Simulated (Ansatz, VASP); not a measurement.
## One calculation of ZnPtC6N6, two programs

```
Zn Pt C N
1.0
     0.00000    5.26100    5.26100
     5.26100    0.00000    5.26100
     5.26100    5.26100    0.00000
Zn Pt C N
1 1 6 6
Direct
  0.50000 0.50000 0.50000
  0.00000 0.00000 0.00000
  0.19024 0.19024 0.80976
  0.80976 0.80976 0.19024
  0.80976 0.19024 0.19024
  0.19024 0.80976 0.80976
  0.19024 0.80976 0.19024
  0.80976 0.19024 0.80976
  0.30010 0.30010 0.69990
  0.69990 0.69990 0.30010
  0.69990 0.30010 0.30010
  0.30010 0.69990 0.69990
  0.30010 0.69990 0.30010
  0.69990 0.30010 0.69990
```

Alike in both runs: functional PBE; k mesh 6 × 6 × 6; occupations fermi-dirac, width 0.05 eV; no spin polarisation.

Ansatz relaxed the structure, and its values are those at the end. VASP's run is a single point on that final structure, the one shown.

|  | VASP | Ansatz |
| --- | --- | --- |
| version | VASP 6.6.1 | Ansatz 0.2.0 |
| potentials or method | VASP PAW PBE potentials, release 64 (Zn, Pt, C, N) | plane-wave PAW, scalar-relativistic |
| plane-wave cutoff (eV) | 520 | 420 |
| valence electrons in the cell | 76 | 84 |

Ansatz gave:

| Property | Result |
| --- | --- |
| gap on the k mesh at the Fermi level (eV) | 5.04 |
| pressure (GPa) | 2.2 |
| rms of the force components (eV/Å) | 0.001 |

Q: Estimate VASP's values.

A: gap on the k mesh at the Fermi level (eV): 4.98; pressure (GPa): 2.6; rms of the force components (eV/Å): 0.249.

One of these differences is far larger than is usual between the two programs; its cause wasn't traced. With one functional, cell and mesh, what is left measures potentials, basis and numerics. VASP's potentials hold 76 valence electrons a cell and Ansatz's 84, so a difference there can come from the potentials and not from the codes. Ansatz's warnings: stress scf threshold loose.

Spin-orbit coupling is off throughout. Noted on VASP's run: the standard files for N, O and F lose accuracy on very short bonds.
